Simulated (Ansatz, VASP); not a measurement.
One calculation of LiH, two programs

File INCAR:

```
PREC = Accurate
ENCUT = 520
EDIFF = 1E-6
ISMEAR = 0
SIGMA = 0.02
LREAL = F
LASPH = T
NELM = 80
ALGO = Normal
ISIF = 2
LWAVE = F
LCHARG = F
GGA = PE
NBANDS = 9
```

The input KPOINTS:

```
regular mesh
0
Gamma
  11 11 11
```

POSCAR

```
LiH
1.0
    0.0000000000      2.0367500000      2.0367500000
    2.0367500000      0.0000000000      2.0367500000
    2.0367500000      2.0367500000      0.0000000000
Li H
1 1
Direct
    0.0000000000      0.0000000000      0.0000000000
    0.5000000000      0.5000000000      0.5000000000
```

The input input.yaml:

```yaml
crystal:
  lattice:
    - [0.0, 2.03675, 2.03675]
    - [2.03675, 0.0, 2.03675]
    - [2.03675, 2.03675, 0.0]
  atoms:
    - { symbol: Li, position: [0.0, 0.0, 0.0] }
    - { symbol: H, position: [0.5, 0.5, 0.5] }
kpoints:
  mp_grid: { grid: [11, 11, 11] }
scf:
  occupations: { method: gaussian, width: 0.02 }
hamiltonian:
  xc: pbe
  pseudopotentials: { kind: all_electron, lapw: { basis_error: 0.001 } }
output:
  forces: true
  stress: true
  eigenvalues: true
```

Alike in both runs: task single point; functional PBE; k mesh 11 × 11 × 11; occupations gaussian, width 0.02 eV; no spin polarisation.

|  | VASP | Ansatz |
| --- | --- | --- |
| version | VASP 6.6.1 | Ansatz 0.2.0 |
| potentials or method | VASP PAW PBE potentials, release 64 (Li_sv, H), cutoff 520 eV | all-electron LAPW, scalar-relativistic |

```csv
,VASP,Ansatz,Ansatz less VASP
gap on the k mesh at the Fermi level (eV),3.20,3.20,+0.005
least direct gap on the mesh (eV),3.20,3.20,+0.005
```

Ansatz ran all-electron here, and VASP with PAW potentials.

Noted on VASP's run: the cutoff is short for stress, so the pressure is rough.
